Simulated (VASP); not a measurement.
# Ta2N (P4_2/mnm) in VASP: relaxation of cell and atoms with r2SCAN

Aim: the relaxation of cell and atoms of Ta2N with r2SCAN.

All numbers are computed with VASP 6.6.1; they aren't measurements. Logs are shortened: lines on timing, memory, paths and dates and some standing lists are left out, and cuts for length are marked.

## Step 1: The cell of the first run

It takes space group P4_2/mnm (No. 136, tetragonal). Conventional cell: a = 5.042 Å, b = 5.042 Å, c = 3.248 Å, α = 90.00°, β = 90.00°, γ = 90.00°. Within 2.8 Å of Ta (site symmetry m2m) lie 3 N at 2.13 to 2.18 Å and 1 Ta at 2.77 Å. N (site symmetry mmm) has 6 Ta at 2.13 to 2.18 Å within 2.8 Å.

## Step 2: Relaxation of cell and atoms, r2SCAN

Contents of POSCAR:

```
Ta2N
1.0
    5.0421221510      0.0000000000      0.0000000000
    0.0000000000      5.0421221510      0.0000000000
    0.0000000000      0.0000000000      3.2476359262
Ta N
4 2
Direct
    0.3060000000      0.3060000000      0.0000000000
    0.1940000000      0.8060000000      0.5000000000
    0.6940000000      0.6940000000      0.0000000000
    0.8060000000      0.1940000000      0.5000000000
    0.0000000000      0.0000000000      0.0000000000
    0.5000000000      0.5000000000      0.5000000000
```

Contents of INCAR.step1:

```
PREC = Accurate ; ENCUT = 600
ISMEAR = 0 ; SIGMA = 0.1
LREAL = F ; LASPH = T
NELM = 80 ; GGA = PE
ALGO = Normal ; EDIFF = 1E-4
LWAVE = T ; LCHARG = F
```

Contents of INCAR.step2:

```
PREC = Accurate ; ENCUT = 600
EDIFF = 1E-7 ; ISMEAR = 0
SIGMA = 0.1 ; LREAL = F
LASPH = T ; NELM = 80
ALGO = Normal ; ISIF = 3
LWAVE = F ; LCHARG = F
METAGGA = R2SCAN ; LMIXTAU = T
IBRION = 2 ; NSW = 90
EDIFFG = -0.04 ; ISTART = 1
```

Contents of KPOINTS:

```
Automatic mesh
0
Gamma
  4 4 6
```

Potentials or basis: VASP PAW PBE potentials, release 64 (Ta_pv, N).

The run is started by

```sh
cat potpaw_PBE.64/Ta_pv/POTCAR potpaw_PBE.64/N/POTCAR > POTCAR
cp INCAR.step1 INCAR
mpirun -np 1 vasp_std > vasp.out
cp INCAR.step2 INCAR
mpirun -np 1 vasp_std > vasp.out
```

OUTCAR:

```text
PREC = Accurate
   ENCUT = 600
   EDIFF = 1E-7
   ISMEAR = 0
   LREAL = F
   LASPH = T
   NELM = 80
   ISIF = 3
   METAGGA = R2SCAN
   IBRION = 2
   NSW = 90
   EDIFFG = -0.04
   ISTART = 1

 ion  position               nearest neighbor table
   1  0.306  0.306  0.000-   6 2.13   6 2.13   5 2.18   3 2.77   4 3.05   2 3.05   4 3.05   2 3.05
                             2 3.05   2 3.05   4 3.05   4 3.05
   2  0.194  0.806  0.500-   5 2.13   5 2.13   6 2.18   4 2.77   1 3.05   1 3.05   3 3.05   3 3.05
                             1 3.05   1 3.05   3 3.05   3 3.05
   3  0.694  0.694  0.000-   6 2.13   6 2.13   5 2.18   1 2.77   4 3.05   2 3.05   4 3.05   2 3.05
                             4 3.05   4 3.05   2 3.05   2 3.05
   4  0.806  0.194  0.500-   5 2.13   5 2.13   6 2.18   2 2.77   3 3.05   1 3.05   3 3.05   1 3.05
                             3 3.05   3 3.05   1 3.05   1 3.05
   5  0.000  0.000  0.000-   2 2.13   4 2.13   2 2.13   4 2.13   3 2.18   1 2.18
   6  0.500  0.500  0.500-   1 2.13   3 2.13   1 2.13   3 2.13   2 2.18   4 2.18

  LATTYP: Found a simple tetragonal cell.
 ALAT       =     5.0421221510
 C/A-ratio  =     0.6441010013

  Lattice vectors:

 A1 = (   5.0421221510,   0.0000000000,   0.0000000000)
 A2 = (   0.0000000000,   5.0421221510,   0.0000000000)
 A3 = (   0.0000000000,   0.0000000000,   3.2476359262)

Analysis of symmetry for initial positions (statically):
=====================================================================
 Subroutine PRICEL returns:
 Original cell was already a primitive cell.

 Routine SETGRP: Setting up the symmetry group for a
 simple tetragonal supercell.

 Subroutine GETGRP returns: Found 16 space group operations
 (whereof  8 operations were pure point group operations)
 out of a pool of 16 trial point group operations.

The static configuration has the point symmetry D_2h.
 The point group associated with its full space group is D_4h.

Analysis of symmetry for dynamics (positions and initial velocities):
=====================================================================
 Subroutine PRICEL returns:
 Original cell was already a primitive cell.

 Routine SETGRP: Setting up the symmetry group for a
 simple tetragonal supercell.

 Subroutine GETGRP returns: Found 16 space group operations
 (whereof  8 operations were pure point group operations)
 out of a pool of 16 trial point group operations.

The dynamic configuration has the point symmetry D_2h.
 The point group associated with its full space group is D_4h.

 Subroutine INISYM returns: Found 16 space group operations
 (whereof  8 operations are pure point group operations),
 and found     1 'primitive' translations

----------------------------------------------------------------------------------------

                                     Primitive cell

  volume of cell :      82.5646

  direct lattice vectors                    reciprocal lattice vectors
     5.042122151  0.000000000  0.000000000     0.198329190  0.000000000  0.000000000
     0.000000000  5.042122151  0.000000000     0.000000000  0.198329190  0.000000000
     0.000000000  0.000000000  3.247635926     0.000000000  0.000000000  0.307916288

  length of vectors
     5.042122151  5.042122151  3.247635926     0.198329190  0.198329190  0.307916288

  position of ions in fractional coordinates (direct lattice)
     0.306000000  0.306000000  0.000000000
     0.194000000  0.806000000  0.500000000
     0.694000000  0.694000000  0.000000000
     0.806000000  0.194000000  0.500000000
     0.000000000  0.000000000  0.000000000
     0.500000000  0.500000000  0.500000000

  ion indices of the primitive-cell ions
   primitive index   ion index
                 1           1
                 2           2
                 3           3
                 4           4
                 5           5
                 6           6

----------------------------------------------------------------------------------------

 KPOINTS: Automatic mesh

Automatic generation of k-mesh.
 Grid dimensions read from file:
 generate k-points for:    4    4    6

 Generating k-lattice:

  Cartesian coordinates                     Fractional coordinates (reciprocal lattice)
     0.049582297  0.000000000  0.000000000     0.250000000  0.000000000  0.000000000
     0.000000000  0.049582297  0.000000000     0.000000000  0.250000000  0.000000000
     0.000000000  0.000000000  0.051319381     0.000000000  0.000000000  0.166666667

  Length of vectors
     0.049582297  0.049582297  0.051319381

  Shift w.r.t. Gamma in fractional coordinates (k-lattice)
     0.000000000  0.000000000  0.000000000

 Subroutine IBZKPT returns following result:
 ===========================================

 Found     24 irreducible k-points:

 Following reciprocal coordinates:
            Coordinates               Weight
  0.000000  0.000000  0.000000      1.000000
  0.250000  0.000000  0.000000      4.000000
  0.500000  0.000000  0.000000      2.000000
  0.250000  0.250000  0.000000      4.000000
  0.500000  0.250000  0.000000      4.000000
  0.500000  0.500000  0.000000      1.000000
[... 16 lines left out ...]
  0.500000  0.250000  0.500000      4.000000
  0.500000  0.500000  0.500000      1.000000
   k-points           NKPTS =     24   k-points in BZ     NKDIM =     24   number of bands    NBANDS=     32
   number of dos      NEDOS =    301   number of ions     NIONS =      6
   total plane-waves  NPLWV =  44800
   dimension x,y,z NGX =    40 NGY =   40 NGZ =   28
   dimension x,y,z NGXF=    80 NGYF=   80 NGZF=   56
   ions per type =               4   2
   NGX,Y,Z   is equivalent  to a cutoff of  13.19, 13.19, 14.33 a.u.
   NGXF,Y,Z  is equivalent  to a cutoff of  26.38, 26.38, 28.67 a.u.
 SYSTEM =  unknown system
   PREC   = accura    normal or accurate (medium, high low for compatibility)
   ISTART =      1    job   : 0-new  1-cont  2-samecut
   ICHARG =      0    charge: 1-file 2-atom 10-const
   ISPIN  =      1    spin polarized calculation?
   LNONCOLLINEAR =      F non collinear calculations
   LSORBIT =      F    spin-orbit coupling
   LASPH  =      T    aspherical Exc in radial PAW
   ENCUT  =  600.0 eV  44.10 Ry    6.64 a.u.  10.07 10.07  6.49*2*pi/ulx,y,z
   NELM   =     80;   NELMIN=  2; NELMDL=  0     # of ELM steps
   EDIFF  = 0.1E-06   stopping-criterion for ELM
   LREAL  =      F    real-space projection
   EDIFFG = -.4E-01   stopping-criterion for IOM
   NSW    =     90    number of steps for IOM
   IBRION =      2    ionic relax: 0-MD 1-quasi-New 2-CG
   NFREE  =      1    steps in history (QN), initial steepest desc. (CG)
   ISIF   =      3    stress and relaxation
   ISYM   =      2    0-nonsym 1-usesym 2-fastsym
   POTIM  = 0.5000    time-step for ionic-motion
   TEBEG  =    0.0;   TEEND  =   0.0 temperature during run
   PSTRESS=    0.0 pullay stress
   NELECT =      54.0000    total number of electrons
   NUPDOWN=      -1.0000    fix difference up-down
   EMIN   =  10.00;   EMAX   =-10.00  energy-range for DOS
   EFERMI =   0.00;   METHOD = LEGACY
   ISMEAR =     0;   SIGMA  =   0.10  broadening in eV -4-tet -1-fermi 0-gaus
   EFERMI_NEDOS =   21; number of points for ismear=-14 and -15
   IALGO  =     38    algorithm
   IMIX   =      4    mixing-type and parameters
     AMIX     =   0.40;   BMIX     =  1.00
     AMIX_MAG =   1.60;   BMIX_MAG =  1.00
  volume/ion in A,a.u.               =      13.76        92.86
  Fermi-wavevector in a.u.,A,eV,Ry     =   1.421046  2.685387 27.475211  2.019371
  Thomas-Fermi vector in A             =   2.541897
   LORBIT       =      0    0 simple, 1 ext, 2 COOP (PROOUT), +10 PAW based schemes
   METAGGA = R2SCAN    functional components
   LHFCALC =     F    Hartree Fock is set to
   AEXX    =    0.0000 exact exchange contribution
   IVDW    =     0    specifies the selected vdW correction
   LEPSILON=     F    determine dielectric tensor
   LRPA    =     F    only Hartree local field effects (RPA)
 conjugate gradient relaxation of ions
 non-spin polarized calculation
 Gauss-broadening in eV      SIGMA  =   0.10
  energy-cutoff  :      600.00
  volume of cell :       82.56
 maximum number of plane-waves:      2796
   NGX = 21   NGY = 21   NGZ = 13

--------------------------------------- Ionic step        1  -------------------------------------------

 number of electron      54.0000020 magnetization

 Free energy of the ion-electron system (eV)
  ---------------------------------------------------
  ext. energy  EPLUGINS =         0.00000000
  ---------------------------------------------------
  free energy    TOTEN  =      -216.96434698 eV

  energy without entropy =     -216.95049832  energy(sigma->0) =     -216.95742265

------------------------ aborting loop because EDIFF is reached ----------------------------------------

  FORCE on cell =-STRESS in cart. coord.  units (eV):
  Direction    XX          YY          ZZ          XY          YZ          ZX
  --------------------------------------------------------------------------------------
  -------------------------------------------------------------------------------------
  Total        1.1394512      1.1394512     -4.2501850      0.0000000      0.0000000      0.0000000
  in kB       22.1111963     22.1111963    -82.4753864      0.0000000      0.0000000      0.0000000
  external PRESSURE =     -12.7509979 kB  Pullay stress =       0.0000000 kB

 VOLUME and BASIS-vectors are now :
 -----------------------------------------------------------------------------
  energy-cutoff  :      600.00
  volume of cell :       82.56
      direct lattice vectors                 reciprocal lattice vectors
     5.042122151  0.000000000  0.000000000     0.198329190  0.000000000  0.000000000
     0.000000000  5.042122151  0.000000000     0.000000000  0.198329190  0.000000000
     0.000000000  0.000000000  3.247635926     0.000000000  0.000000000  0.307916288
[... 241 lines left out ...]
 POSITION                                       TOTAL-FORCE (eV/Angst)
 -----------------------------------------------------------------------------------
      1.48026      1.48026      0.00000         0.090952      0.090952      0.000000
      1.09913      4.05964      1.52698        -0.090952      0.090952      0.000000
      3.67851      3.67851      0.00000        -0.090952     -0.090952     -0.000000
      4.05964      1.09913      1.52698         0.090952     -0.090952     -0.000000
      0.00000      0.00000      0.00000        -0.000000     -0.000000      0.000000
      2.57938      2.57938      1.52698         0.000000     -0.000000      0.000000
 -----------------------------------------------------------------------------------
    total drift:                                0.000000     -0.000000     -0.000000

  FREE ENERGIE OF THE ION-ELECTRON SYSTEM (eV)
  ---------------------------------------------------
  free  energy   TOTEN  =      -217.8144404440 eV

  energy  without entropy=     -217.7908344305  energy(sigma->0) =     -217.80263744

--------------------------------------- Ionic step        8  -------------------------------------------

 number of electron      54.0000010 magnetization

 Free energy of the ion-electron system (eV)
  ---------------------------------------------------
  ext. energy  EPLUGINS =         0.00000000
  ---------------------------------------------------
  free energy    TOTEN  =      -217.81617063 eV

  energy without entropy =     -217.79449194  energy(sigma->0) =     -217.80533128

 E-fermi :   7.1453     XC(G=0): -13.9245

 val. band max:        7.1084260608   @ k =   0.2500   0.2500   0.0000
 cond. band min:       7.1870218585   @ k =   0.5000   0.0000   0.3333
 fundamental gap:      0.0785957976
 Fermi energy:         7.1452699579

 k-point     1 :       0.0000    0.0000    0.0000
  band No.  band energies     occupation
      1     -29.8888      2.00000
      2     -29.3358      2.00000
      3     -29.3358      2.00000
      4     -29.3052      2.00000
      5     -29.0113      2.00000
      6     -28.8676      2.00000
[... 851 lines left out ...]
 POSITION                                       TOTAL-FORCE (eV/Angst)
 -----------------------------------------------------------------------------------
      1.48769      1.48769      0.00000        -0.001055     -0.001055     -0.000000
      1.09639      4.07177      1.52528         0.001055     -0.001055     -0.000000
      3.68047      3.68047      3.05056         0.001055      0.001055      0.000000
      4.07177      1.09639      1.52528        -0.001055      0.001055      0.000000
      5.16815      0.00000      0.00000        -0.000000      0.000000     -0.000000
      2.58408      2.58408      1.52528        -0.000000      0.000000     -0.000000
 -----------------------------------------------------------------------------------
    total drift:                                0.000000     -0.000000      0.000000

  FREE ENERGIE OF THE ION-ELECTRON SYSTEM (eV)
  ---------------------------------------------------
  free  energy   TOTEN  =      -217.8161706323 eV

  energy  without entropy=     -217.7944919359  energy(sigma->0) =     -217.80533128

 reached required accuracy - stopping structural energy minimisation
```

It took 12 min on 1 thread of Intel Xeon 6975P-C (Granite Rapids), shared host; peak memory 0.26 GiB.

Results:

| Item | Value |
| --- | --- |
| Free energy | -217.8162 eV |
| Relaxed volume | 13.58 Å³/atom |
| Relaxed cell | a = 5.168 Å, b = 5.168 Å, c = 3.051 Å, α = 90.00°, β = 90.00°, γ = 90.00° |
| Space group after relaxing (to 0.1 Å) | P4_2/mnm (No. 136) |
| Energy gained by relaxing | 142.0 meV/atom |
| Ionic steps | 8 |
| Pressure after relaxing | -0.2 GPa |
| Band gap on the k mesh | zero (bands 27 and 28 overlap by 1.64 eV) |

Stress tensor (GPa, compression positive):
```
-0.40  0.00  0.00
 0.00 -0.40  0.00
 0.00  0.00  0.11
```

The path:
```
step  energy change (eV)  largest force (eV/Å)  pressure (GPa)  volume (Å³)
   1              0.0000                2.4943           -1.28        82.56
   2             -0.7873                0.0970            0.67        81.21
   3             -0.8010                0.2884            1.76        80.99
   4             -0.8325                0.1414           -3.94        82.59
   5             -0.8419                0.2021           -2.04        82.01
   6             -0.8372                0.0172            3.99        80.36
   7             -0.8501                0.1286            0.54        81.27
   8             -0.8518                0.0015           -0.23        81.48
```

Final structure:
```
Ta N
1.0
     5.16815    0.00000    0.00000
     0.00000    5.16815    0.00000
     0.00000    0.00000    3.05056
Ta N
4 2
Direct
  0.28786 0.28786 0.00000
  0.21214 0.78786 0.50000
  0.71214 0.71214 0.00000
  0.78786 0.21214 0.50000
  0.00000 0.00000 0.00000
  0.50000 0.50000 0.50000
```

Levels at points of the mesh, in eV from the Fermi level:
```
           k point  band 23  band 24  band 25  band 26  band 27  band 28  band 29  band 30  band 31  band 32
(0.00, 0.00, 0.00)    -1.32    -1.19    -0.29    -0.26    -0.26     0.19     0.38     0.38     1.56     1.56
(0.50, 0.00, 0.00)    -2.71    -2.71     0.11     0.11     0.24     0.24     0.65     0.65     2.18     2.18
(0.50, 0.50, 0.00)    -3.18    -3.18    -0.73    -0.73    -0.25    -0.25     0.88     0.88     1.14     1.14
(0.00, 0.00, 0.50)    -2.78    -2.78    -2.69    -2.69     0.49     0.49     1.84     1.84     3.12     3.12
(0.50, 0.00, 0.50)    -2.62    -2.62    -2.38    -2.38     0.33     0.33     2.35     2.35     3.36     3.36
(0.50, 0.50, 0.50)    -2.79    -2.79    -1.75    -1.75     0.21     0.21     2.22     2.22     4.01     4.01
```

Caveat: the PAW data sets were made with another functional, which shifts forces and pressure a little; spin-orbit coupling is left out, which moves the levels of the heavy elements.

The gap in the log of VASP goes by the Fermi energy; the results here count the filled bands.